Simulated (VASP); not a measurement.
# MnO (Fm-3m) in VASP: further runs

The runs below take MnO through single point, elastic constants, with PBEsol+U, r2SCAN+U, PBEsol.

Program: VASP 6.6.1. These are calculated values, not measurements. Logs are shortened: lines on timing, memory, paths and dates and some standing lists are left out, and cuts for length are marked.

## Step 1: The cell of the first run

The structure is cubic, space group Fm-3m (No. 225). Conventional cell: a = 4.448 Å, b = 4.448 Å, c = 4.448 Å, α = 90.00°, β = 90.00°, γ = 90.00°. Mn (site symmetry m-3m) has 6 O at 2.22 Å within 2.9 Å. O (site symmetry m-3m) has 6 Mn at 2.22 Å within 2.9 Å.

## Step 2: Single point, PBEsol+U, collinear spin, ferromagnetic start

File INCAR:

```
SYSTEM = MnO
PREC     = Accurate       ! precision mode
ENCUT    = 700            ! plane-wave cutoff, eV
EDIFF    = 1E-6           ! SCF threshold, eV
ISMEAR   = -1             ! smearing method
SIGMA    = 0.05           ! smearing width, eV
LREAL    = .False.        ! projectors in reciprocal space
LASPH    = .True.         ! aspherical terms in the spheres
NELM     = 200            ! most SCF steps
ALGO     = Normal         ! electronic algorithm
ISIF     = 2              ! what is computed and relaxed
LWAVE    = .False.        ! write WAVECAR
LCHARG   = .False.        ! write CHGCAR
ISPIN    = 2              ! spin polarisation
MAGMOM   = 4 0            ! initial moments
LORBIT   = 11             ! projections on sites
LMAXMIX  = 4              ! l up to which the mixer works
LDAU     = .True.         ! DFT+U
LDAUTYPE = 2            
LDAUL    = 2 -1           ! shell
LDAUU    = 1 0            ! U, eV
LDAUJ    = 0 0          
LDAUPRINT= 1            
GGA      = PS             ! functional
NBANDS   = 22             ! bands
GGA_COMPAT= .False.
```

File KPOINTS:

```
Automatic mesh
0
Gamma
  10 10 10
  0 0 0
```

File POSCAR:

```
MnO
1.0
    0.0000000000      2.2239077028      2.2239077028
    2.2239077028      0.0000000000      2.2239077028
    2.2239077028      2.2239077028      0.0000000000
Mn O
1 1
Direct
    0.0000000000      0.0000000000      0.0000000000
    0.5000000000      0.5000000000      0.5000000000
```

Potentials or basis: VASP PAW PBE potentials, release 64 (Mn_sv, O).

Run with:

```console
$ cat potpaw_PBE.64/Mn_sv/POTCAR potpaw_PBE.64/O/POTCAR > POTCAR
$ mpirun -np 1 vasp_std > vasp.out
```

OUTCAR:

```text
SYSTEM = MnO
   PREC = Accurate
   ENCUT = 700
   EDIFF = 1E-6
   ISMEAR = -1
   LREAL = .False.
   LASPH = .True.
   NELM = 200
   ISIF = 2
   ISPIN = 2
   LORBIT = 11
   GGA = PS

 ion  position               nearest neighbor table
   1  0.000  0.000  0.000-   2 2.22   2 2.22   2 2.22   2 2.22   2 2.22   2 2.22
   2  0.500  0.500  0.500-   1 2.22   1 2.22   1 2.22   1 2.22   1 2.22   1 2.22

  LATTYP: Found a face centered cubic cell.
 ALAT       =     4.4478154056

  Lattice vectors:

 A1 = (   0.0000000000,   2.2239077028,   2.2239077028)
 A2 = (   2.2239077028,   0.0000000000,   2.2239077028)
 A3 = (   2.2239077028,   2.2239077028,   0.0000000000)

Analysis of symmetry for initial positions (statically):
=====================================================================
 Subroutine PRICEL returns:
 Original cell was already a primitive cell.

 Routine SETGRP: Setting up the symmetry group for a
 face centered cubic supercell.

 Subroutine GETGRP returns: Found 48 space group operations
 (whereof 48 operations were pure point group operations)
 out of a pool of 48 trial point group operations.

The static configuration has the point symmetry O_h .

Analysis of symmetry for dynamics (positions and initial velocities):
=====================================================================
 Subroutine PRICEL returns:
 Original cell was already a primitive cell.

 Routine SETGRP: Setting up the symmetry group for a
 face centered cubic supercell.

 Subroutine GETGRP returns: Found 48 space group operations
 (whereof 48 operations were pure point group operations)
 out of a pool of 48 trial point group operations.

The dynamic configuration has the point symmetry O_h .

Analysis of structural, dynamic, and magnetic symmetry:
=====================================================================
 Subroutine PRICEL returns:
 Original cell was already a primitive cell.

 Routine SETGRP: Setting up the symmetry group for a
[... 166 lines left out ...]

 occupancies and eigenvectors

  o =  0.0272  v =  0.0000  0.0000  0.0000  0.0000  0.0000  0.0000 -0.0033 -0.0000 -1.0000 -0.0000      0.0000  0.0000  0.0000  0.0000  0.0000  0.0000  0.0000  0.0000  0.0000  0.0000
  o =  0.0272  v =  0.0000  0.0000  0.0000  0.0000  0.0000  1.0000  0.0000  0.0000  0.0000  0.0000      0.0000  0.0000  0.0000  0.0000  0.0000  0.0000  0.0000  0.0000  0.0000  0.0000
  o =  0.0272  v =  0.0000  0.0000  0.0000  0.0000  0.0000  0.0000 -1.0000  0.0000  0.0033  0.0000      0.0000  0.0000  0.0000  0.0000  0.0000  0.0000  0.0000  0.0000  0.0000  0.0000
  o =  0.0690  v =  0.0000  0.0000  0.0000  0.0000  0.0000  0.0000 -0.0000 -1.0000  0.0000 -0.0055      0.0000  0.0000  0.0000  0.0000  0.0000  0.0000  0.0000  0.0000  0.0000  0.0000
  o =  0.0690  v =  0.0000  0.0000  0.0000  0.0000  0.0000  0.0000 -0.0000  0.0055  0.0000 -1.0000      0.0000  0.0000  0.0000  0.0000  0.0000  0.0000  0.0000  0.0000  0.0000  0.0000
  o =  0.8885  v =  0.0000  0.0184 -0.0000 -0.9998  0.0000  0.0000  0.0000  0.0000  0.0000  0.0000      0.0000  0.0000  0.0000  0.0000  0.0000  0.0000  0.0000  0.0000  0.0000  0.0000
  o =  0.8885  v =  0.0000  0.9998  0.0000  0.0184 -0.0000  0.0000  0.0000  0.0000  0.0000  0.0000      0.0000  0.0000  0.0000  0.0000  0.0000  0.0000  0.0000  0.0000  0.0000  0.0000
  o =  0.8885  v =  1.0000  0.0000  0.0000  0.0000  0.0000  0.0000  0.0000  0.0000  0.0000  0.0000      0.0000  0.0000  0.0000  0.0000  0.0000  0.0000  0.0000  0.0000  0.0000  0.0000
  o =  0.9125  v =  0.0000 -0.0000 -0.0054 -0.0000 -1.0000  0.0000  0.0000  0.0000  0.0000  0.0000      0.0000  0.0000  0.0000  0.0000  0.0000  0.0000  0.0000  0.0000  0.0000  0.0000
  o =  0.9125  v =  0.0000 -0.0000  1.0000 -0.0000 -0.0054  0.0000  0.0000  0.0000  0.0000  0.0000      0.0000  0.0000  0.0000  0.0000  0.0000  0.0000  0.0000  0.0000  0.0000  0.0000

 number of electron      21.0000010 magnetization       4.9241107

 Free energy of the ion-electron system (eV)
  ---------------------------------------------------
  ext. energy  EPLUGINS =         0.00000000
  ---------------------------------------------------
  free energy    TOTEN  =       -16.92959773 eV

  energy without entropy =      -16.92555910  energy(sigma->0) =      -16.92757842

 E-fermi :   9.0812     XC(G=0): -12.1310

 val. band max:        8.9521355757   @ k =   0.4000   0.0000   0.0000
 cond. band min:       9.0823020637   @ k =  -0.3000   0.2000   0.0000
 fundamental gap:      0.1301664879
 Fermi energy:         9.0812275503

 spin component 1

 k-point     1 :       0.0000    0.0000    0.0000
  band No.  band energies     occupation
      1     -72.1994      1.00000
      2     -41.0589      1.00000
      3     -41.0589      1.00000
      4     -41.0589      1.00000
      5     -11.0169      1.00000
      6       5.4329      1.00000
[... 1193 lines left out ...]
     21      36.4937      0.00000
     22      37.4380      0.00000

 [... further k-points ...]
[... 5 lines left out ...]
  --------------------------------------------------------------------------------------
  -------------------------------------------------------------------------------------
  Total       -0.5123229     -0.5123229     -0.5123229      0.0000000      0.0000000     -0.0000000
  in kB      -37.3141985    -37.3141985    -37.3141985      0.0000000      0.0000000     -0.0000000
  external PRESSURE =     -37.3141985 kB  Pullay stress =       0.0000000 kB

 VOLUME and BASIS-vectors are now :
 -----------------------------------------------------------------------------
  energy-cutoff  :      700.00
  volume of cell :       22.00
      direct lattice vectors                 reciprocal lattice vectors
     0.000000000  2.223907703  2.223907703    -0.224829474  0.224829474  0.224829474
     2.223907703  0.000000000  2.223907703     0.224829474 -0.224829474  0.224829474
     2.223907703  2.223907703  0.000000000     0.224829474  0.224829474 -0.224829474

 POSITION                                       TOTAL-FORCE (eV/Angst)
 -----------------------------------------------------------------------------------
      0.00000      0.00000      0.00000         0.000000      0.000000      0.000000
      2.22391      2.22391      2.22391        -0.000000     -0.000000     -0.000000
 -----------------------------------------------------------------------------------
    total drift:                                0.000000      0.000000      0.000000

  FREE ENERGIE OF THE ION-ELECTRON SYSTEM (eV)
  ---------------------------------------------------
  free  energy   TOTEN  =       -16.9295977298 eV

  energy  without entropy=      -16.9255591009  energy(sigma->0) =      -16.92757842

 total charge

# of ion       s       p       d       tot
------------------------------------------
    1        2.117   6.014   4.688  12.819
    2        1.550   3.411   0.000   4.960
--------------------------------------------------
tot          3.667   9.425   4.688  17.779

 magnetization (x)

# of ion       s       p       d       tot
------------------------------------------
    1        0.024   0.014   4.256   4.294
    2        0.029   0.175   0.000   0.204
--------------------------------------------------
tot          0.053   0.189   4.256   4.499
```

stdout:

```text
POSCAR found type information on POSCAR MnO
 POSCAR found :  2 types and       2 ions
 scaLAPACK will be used
 -----------------------------------------------------------------------------
|                                                                             |
|                                                                             |
|     You enforced a specific xc type in the INCAR file but a different       |
|     I HOPE YOU KNOW WHAT YOU ARE DOING!                                     |
|                                                                             |
 -----------------------------------------------------------------------------

 LDA part: xc-table for (Slater+PW92), standard interpolation
 POSCAR, INCAR and KPOINTS ok, starting setup
 FFT: planning ... GRIDC
 FFT: planning ... GRID_SOFT
 FFT: planning ... GRID
 WAVECAR not read
 entering main loop
```

Run time: 36 s. Hardware: 1 thread of Intel Xeon 6975P-C (Granite Rapids), shared host; peak memory 0.2 GiB.

What came out:

| Quantity | Value |
| --- | --- |
| Free energy | -16.9296 eV |
| Pressure | -3.7 GPa |
| Net moment | 4.92 μB per cell |
| Site moments | Mn +4.29; O +0.20 μB |
| Valence electrons inside the program's atomic spheres | Mn 12.82; O 4.96 |

Eigenvalues of the final occupation matrices:
| site | spin | trace | eigenvalues |
| --- | --- | --- | --- |
| site 1 d | 1 | 4.49 | 0.89 0.89 0.89 0.91 0.91 |
| site 1 d | 2 | 0.22 | 0.03 0.03 0.03 0.07 0.07 |

Caveat: the cell stands under tension; the PAW data sets were made with another functional, which shifts forces and pressure a little; a cell with one magnetic atom can't hold antiferromagnetic order, which such compounds often take.

## Step 3: Single point, r2SCAN+U, collinear spin, ferromagnetic start

POSCAR is that of step 2.

File INCAR.step1:

```
PREC = Accurate
ENCUT = 770
ISMEAR = -1
SIGMA = 0.05
LREAL = False
LASPH = True
NELM = 200
ISPIN = 2
MAGMOM = 4 0
LMAXMIX = 4
LDAU = True
LDAUTYPE = 2
LDAUL = 2 -1
LDAUU = 8 0
LDAUJ = 0 0
NBANDS = 22
GGA = PE
ALGO = Normal
EDIFF = 1E-5
LWAVE = True
LCHARG = False
GGA_COMPAT = False
```

File INCAR.step2:

```
PREC = Accurate
ENCUT = 770
EDIFF = 1E-6
ISMEAR = -1
SIGMA = 0.05
LREAL = False
LASPH = True
NELM = 200
ALGO = Normal
ISIF = 2
LWAVE = False
LCHARG = True
ISPIN = 2
MAGMOM = 4 0
LORBIT = 11
LMAXMIX = 4
LDAU = True
LDAUTYPE = 2
LDAUL = 2 -1
LDAUU = 8 0
LDAUJ = 0 0
LDAUPRINT = 1
METAGGA = R2SCAN
LMIXTAU = True
LELF = True
LVHAR = True
NBANDS = 22
ISTART = 1
GGA_COMPAT = False
```

File KPOINTS:

```
Automatic mesh
0
Gamma
  10 10 10
```

Potentials or basis: VASP PAW PBE potentials, release 64 (Mn_sv, O).

Run with:

```console
$ cat potpaw_PBE.64/Mn_sv/POTCAR potpaw_PBE.64/O/POTCAR > POTCAR
$ cp INCAR.step1 INCAR
$ mpirun -np 1 vasp_std > vasp.out
$ cp INCAR.step2 INCAR
$ mpirun -np 1 vasp_std > vasp.out
```

It took 3.3 min on 1 thread of Intel Xeon Platinum 8375C at 2.90GHz (Ice Lake), shared host; peak memory 0.22 GiB.

Results (log left out):

```yaml
Free_energy: -22.8802 eV
Pressure: 3.0 GPa
Band_gap_on_the_k_mesh: 1.67 eV (least direct gap 3.31 eV)
Net_moment: 5.00 μB per cell
Site_moments: Mn +4.75; O +0.12 μB
Valence_electrons_inside_the_program's_atomic_spheres: Mn 13.01; O 5.06
```

Levels at points of the mesh, in eV from the valence-band top:
Spin up:
```tsv
k point	band 9	band 10	band 11	band 12	band 13	band 14	band 15	band 16	band 17	band 18
(0.00, 0.00, 0.00)	-5.12	-5.12	-1.94	-1.94	-1.94	1.67	16.35	17.42	17.42	17.42
(0.50, 0.00, 0.00)	-4.63	-4.63	-3.16	0.00	0.00	5.73	10.11	14.27	14.27	20.11
(0.50, 0.50, 0.00)	-4.42	-4.42	-4.30	-3.02	-3.02	7.22	10.38	11.36	16.31	16.31
```
Spin down:
| k point | band 5 | band 6 | band 7 | band 8 | band 9 | band 10 | band 11 | band 12 |
| --- | --- | --- | --- | --- | --- | --- | --- | --- |
| (0.00, 0.00, 0.00) | -19.08 | -1.64 | -1.64 | -1.64 | 3.29 | 6.57 | 6.57 | 6.57 |
| (0.50, 0.00, 0.00) | -18.13 | -5.58 | -2.68 | -2.68 | 6.86 | 7.61 | 8.41 | 8.41 |
| (0.50, 0.50, 0.00) | -18.10 | -4.85 | -2.68 | -2.68 | 3.98 | 8.04 | 8.42 | 9.14 |

Eigenvalues of the final occupation matrices:
```tsv
site	spin	trace	eigenvalues
site 1 d	1	4.82	0.95 0.95 0.95 0.98 0.98
site 1 d	2	0.09	0.01 0.01 0.01 0.03 0.03
```

Caveat: the cell stands under pressure; the PAW data sets were made with another functional, which shifts forces and pressure a little; a cell with one magnetic atom can't hold antiferromagnetic order, which such compounds often take. The state reached can hang on the start; a lower one may exist.

## Step 4: Single point, r2SCAN+U, collinear spin, ferromagnetic start

POSCAR is that of step 3.

File INCAR.step1:

```
  PREC = Accurate
  ENCUT = 770
  ISMEAR = -1
  SIGMA = 0.05
  LREAL = F
  LASPH = T
  NELM = 200
  ISPIN = 2
  MAGMOM = 4 0
  LMAXMIX = 4
  LDAU = T
  LDAUTYPE = 2
  LDAUL = 2 -1
  LDAUU = 4 0
  LDAUJ = 0 0
  NBANDS = 22
  GGA = PE
  ALGO = Normal
  EDIFF = 1E-5
  LWAVE = T
  LCHARG = F
  GGA_COMPAT = F
```

File INCAR.step2:

```
  PREC = Accurate
  ENCUT = 770
  EDIFF = 1E-6
  ISMEAR = -1
  SIGMA = 0.05
  LREAL = F
  LASPH = T
  NELM = 200
  ALGO = Normal
  ISIF = 2
  LWAVE = F
  LCHARG = F
  ISPIN = 2
  MAGMOM = 4 0
  LORBIT = 11
  LMAXMIX = 4
  LDAU = T
  LDAUTYPE = 2
  LDAUL = 2 -1
  LDAUU = 4 0
  LDAUJ = 0 0
  LDAUPRINT = 1
  METAGGA = R2SCAN
  LMIXTAU = T
  NBANDS = 22
  ISTART = 1
  GGA_COMPAT = F
```

KPOINTS is that of step 3.

Potentials or basis: VASP PAW PBE potentials, release 64 (Mn_sv, O).

Run with:

```console
$ cat potpaw_PBE.64/Mn_sv/POTCAR potpaw_PBE.64/O/POTCAR > POTCAR
$ cp INCAR.step1 INCAR
$ mpirun -np 1 vasp_std > vasp.out
$ cp INCAR.step2 INCAR
$ mpirun -np 1 vasp_std > vasp.out
```

OUTCAR:

```text
PREC = Accurate
   ENCUT = 770
   EDIFF = 1E-6
   ISMEAR = -1
   LREAL = F
   LASPH = T
   NELM = 200
   ISIF = 2
   ISPIN = 2
   LORBIT = 11
   METAGGA = R2SCAN
   ISTART = 1

 ion  position               nearest neighbor table
   1  0.000  0.000  0.000-   2 2.22   2 2.22   2 2.22   2 2.22   2 2.22   2 2.22
   2  0.500  0.500  0.500-   1 2.22   1 2.22   1 2.22   1 2.22   1 2.22   1 2.22

  LATTYP: Found a face centered cubic cell.
 ALAT       =     4.4478154056

  Lattice vectors:

 A1 = (   0.0000000000,   2.2239077028,   2.2239077028)
 A2 = (   2.2239077028,   0.0000000000,   2.2239077028)
 A3 = (   2.2239077028,   2.2239077028,   0.0000000000)

Analysis of symmetry for initial positions (statically):
=====================================================================
 Subroutine PRICEL returns:
 Original cell was already a primitive cell.

 Routine SETGRP: Setting up the symmetry group for a
 face centered cubic supercell.

 Subroutine GETGRP returns: Found 48 space group operations
 (whereof 48 operations were pure point group operations)
[... 219 lines left out ...]
 Fermi energy:         8.6793056701

 spin component 1

 k-point     1 :       0.0000    0.0000    0.0000
  band No.  band energies     occupation
      1     -76.0648      1.00000
      2     -43.5631      1.00000
      3     -43.5631      1.00000
      4     -43.5631      1.00000
      5     -12.0300      1.00000
      6       3.9729      1.00000
[... 1193 lines left out ...]
     21      37.9507      0.00000
     22      38.7692      0.00000

 [... further k-points ...]
[... 5 lines left out ...]
  --------------------------------------------------------------------------------------
  -------------------------------------------------------------------------------------
  Total        0.2476329      0.2476329      0.2476329      0.0000000      0.0000000     -0.0000000
  in kB       18.0359323     18.0359323     18.0359323      0.0000000      0.0000000     -0.0000000
  external PRESSURE =      18.0359323 kB  Pullay stress =       0.0000000 kB

 VOLUME and BASIS-vectors are now :
 -----------------------------------------------------------------------------
  energy-cutoff  :      770.00
  volume of cell :       22.00
      direct lattice vectors                 reciprocal lattice vectors
     0.000000000  2.223907703  2.223907703    -0.224829474  0.224829474  0.224829474
     2.223907703  0.000000000  2.223907703     0.224829474 -0.224829474  0.224829474
     2.223907703  2.223907703  0.000000000     0.224829474  0.224829474 -0.224829474

 POSITION                                       TOTAL-FORCE (eV/Angst)
 -----------------------------------------------------------------------------------
      0.00000      0.00000      0.00000         0.000000      0.000000      0.000000
      2.22391      2.22391      2.22391        -0.000000     -0.000000     -0.000000
 -----------------------------------------------------------------------------------
    total drift:                                0.000000      0.000000      0.000000

  FREE ENERGIE OF THE ION-ELECTRON SYSTEM (eV)
  ---------------------------------------------------
  free  energy   TOTEN  =       -23.5635194220 eV

  energy  without entropy=      -23.5635185888  energy(sigma->0) =      -23.56351901

 total charge

# of ion       s       p       d       tot
------------------------------------------
    1        2.107   6.021   4.772  12.901
    2        1.552   3.495   0.000   5.046
--------------------------------------------------
tot          3.659   9.516   4.772  17.948

 magnetization (x)

# of ion       s       p       d       tot
------------------------------------------
    1        0.024   0.014   4.531   4.570
    2        0.026   0.138   0.000   0.164
--------------------------------------------------
tot          0.050   0.153   4.531   4.734
```

OUTCAR.step1:

```text
PREC = Accurate
   ENCUT = 770
   ISMEAR = -1
   LREAL = F
   LASPH = T
   NELM = 200
[... 1443 lines left out ...]
 -----------------------------------------------------------------------------------
      0.00000      0.00000      0.00000        -0.000000      0.000000      0.000000
      2.22391      2.22391      2.22391         0.000000     -0.000000     -0.000000
 -----------------------------------------------------------------------------------
    total drift:                                0.000000      0.000000      0.000000

  FREE ENERGIE OF THE ION-ELECTRON SYSTEM (eV)
  ---------------------------------------------------
  free  energy   TOTEN  =       -15.3020566917 eV

  energy  without entropy=      -15.3018699143  energy(sigma->0) =      -15.30196330
```

OSZICAR.step1:

```text
N       E                     dE             d eps       ncg     rms          rms(c)
DAV:   1     0.319853086555E+03    0.31985E+03   -0.13638E+04  4460   0.155E+03
DAV:   2     0.349639125411E+01   -0.31636E+03   -0.29510E+03  4202   0.468E+02
DAV:   3    -0.144263274620E+02   -0.17923E+02   -0.17566E+02  5732   0.132E+02
DAV:   4    -0.154967638545E+02   -0.10704E+01   -0.10613E+01  6610   0.260E+01
DAV:   5    -0.155052856643E+02   -0.85218E-02   -0.85210E-02  5280   0.243E+00    0.138E+01
DAV:   6    -0.149917159598E+02    0.51357E+00   -0.11106E+01  6300   0.393E+01    0.152E+01
DAV:   7    -0.152910939719E+02   -0.29938E+00   -0.92902E-01  6008   0.163E+01    0.851E+00
DAV:   8    -0.152995540274E+02   -0.84601E-02   -0.11182E-01  5370   0.428E+00    0.361E+00
DAV:   9    -0.152996379675E+02   -0.83940E-04   -0.17180E-02  5890   0.199E+00    0.748E-01
DAV:  10    -0.153005908803E+02   -0.95291E-03   -0.31079E-03  6196   0.836E-01    0.335E-01
DAV:  11    -0.153019756966E+02   -0.13848E-02   -0.47871E-04  6352   0.236E-01    0.619E-02
DAV:  12    -0.153020310469E+02   -0.55350E-04   -0.38404E-05  5926   0.964E-02    0.397E-02
DAV:  13    -0.153020506484E+02   -0.19602E-04   -0.26149E-05  5044   0.644E-02    0.183E-02
DAV:  14    -0.153020566917E+02   -0.60433E-05   -0.19638E-06  3062   0.204E-02
   1 F= -.15302057E+02 E0= -.15301963E+02  d E =-.186777E-03  mag=     5.0000
```

It took 4.7 min on 1 thread of AMD EPYC 7R13 (Zen 3), shared host; peak memory 0.19 GiB.

What came out:

```yaml
Free_energy: -23.5635 eV
Pressure: 1.8 GPa
Band_gap_on_the_k_mesh: 0.87 eV (least direct gap 3.23 eV)
Net_moment: 5.00 μB per cell
Site_moments: Mn +4.57; O +0.16 μB
Valence_electrons_inside_the_program's_atomic_spheres: Mn 12.90; O 5.05
```

Eigenvalues of the final occupation matrices:
```tsv
site	spin	trace	eigenvalues
site 1 d	1	4.67	0.92 0.92 0.92 0.95 0.95
site 1 d	2	0.12	0.01 0.01 0.01 0.04 0.04
```

Caveat: the PAW data sets were made with another functional, which shifts forces and pressure a little; a cell with one magnetic atom can't hold antiferromagnetic order, which such compounds often take. The state reached can hang on the start; a lower one may exist.

[end of part 1 of 2]

The gap in the log of VASP goes by the Fermi energy; the results here count the filled bands.